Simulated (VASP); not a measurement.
A run of VASP 6.6.1 is set up as follows.

Contents of INCAR:

```
SYSTEM = GaSb
PREC     = Accurate       ! precision mode
ENCUT    = 600            ! plane-wave cutoff, eV
EDIFF    = 1E-7           ! SCF threshold, eV
ISMEAR   = -1             ! smearing method
SIGMA    = 0.05           ! smearing width, eV
LREAL    = .FALSE.        ! projectors in reciprocal space
LASPH    = .TRUE.         ! aspherical terms in the spheres
NELM     = 100            ! most SCF steps
ALGO     = Normal         ! electronic algorithm
ISIF     = 3              ! what is computed and relaxed
LWAVE    = .FALSE.        ! write WAVECAR
LCHARG   = .FALSE.        ! write CHGCAR
GGA      = PS             ! functional
IBRION   = 2              ! ionic algorithm
NSW      = 80             ! ionic steps
EDIFFG   = -0.01          ! ionic threshold
PSTRESS  = 200.0
```

File KPOINTS:

```
regular mesh
0
G
  8 8 8
  0 0 0
```

File POSCAR:

```
GaSb
1.0
    0.0000000000      3.0590000000      3.0590000000
    3.0590000000      0.0000000000      3.0590000000
    3.0590000000      3.0590000000      0.0000000000
Sb Ga
1 1
Direct
    0.7500000000      0.7500000000      0.7500000000
    0.0000000000      0.0000000000      0.0000000000
```

Potentials or basis: VASP PAW PBE potentials, release 64 (Sb, Ga_d).

Run with:

```bash
$ cat potpaw_PBE.64/Sb/POTCAR potpaw_PBE.64/Ga_d/POTCAR > POTCAR
$ mpirun -np 1 vasp_std > vasp.out
```

Task: Estimate the relaxed cell.

Result: a = 4.009 Å, b = 4.009 Å, c = 4.009 Å, α = 60.00°, β = 60.00°, γ = 60.00°.

Task: Estimate the band gap on the k mesh.

Result: 0.39 eV, indirect (least direct gap 1.75 eV).

Task: Predict the relaxed volume.

Result: 22.78 Å³/atom.

Final structure:
```yaml
crystal:
  lattice:
    - [0.00000, 2.83465, 2.83465]
    - [2.83465, 0.00000, 2.83465]
    - [2.83465, 2.83465, 0.00000]
  atoms:
    - { symbol: Sb, position: [0.75000, 0.75000, 0.75000] }
    - { symbol: Ga, position: [0.00000, 0.00000, 0.00000] }
```

Caveat: the cell is relaxed towards a set pressure, so the enthalpy falls and the energy may rise; the volume moved by over 15 % at a fixed basis, so the end points are rough; the PAW data sets were made with another functional, which shifts forces and pressure a little; spin-orbit coupling is left out, which moves the levels of the heavy elements. A k mesh can miss the band edges.
